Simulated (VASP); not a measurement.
Crystal: Mo.

```xyz
1
Lattice="-1.5838 1.5838 1.5838 1.5838 -1.5838 1.5838 1.5838 1.5838 -1.5838" Properties=species:S:1:pos:R:3 pbc="T T T"
Mo    0.0000    0.0000    0.0000
```

| Quantity | Value |
| --- | --- |
| Program | VASP 6.6.1 |
| Task | relaxation of cell and atoms |
| Functional | PBEsol |
| Potentials or basis | VASP PAW PBE potentials, release 64 (Mo_sv) |
| Cutoff | 600 eV |
| k mesh | 8 × 8 × 8 |
| Occupations | gaussian, width 0.1 eV |
| Spin | no spin polarisation |

At the start: pressure -8.3 GPa; volume 15.89 Å³/atom.

How do energy, volume and symmetry change on relaxing?

Over 3 steps the energy falls by 13.7 meV/atom and the volume is 15.40 Å³/atom (-3.1 %); space group Im-3m (No. 229, to 0.05 Å).

The path:
| step | energy change (eV) | largest force (eV/Å) | pressure (GPa) | volume (Å³) |
| --- | --- | --- | --- | --- |
| 1 | 0.0000 | 0.0000 | -8.31 | 15.89 |
| 2 | 0.0974 | 0.0000 | 29.35 | 14.07 |
| 3 | -0.0137 | 0.0000 | -0.34 | 15.40 |

Final structure:
```yaml
crystal:
  lattice:
    - [-1.56726, 1.56726, 1.56726]
    - [1.56726, -1.56726, 1.56726]
    - [1.56726, 1.56726, -1.56726]
  atoms:
    - { symbol: Mo, position: [0.00000, 0.00000, 0.00000] }
```

Caveat: the PAW data sets were made with another functional, which shifts forces and pressure a little.
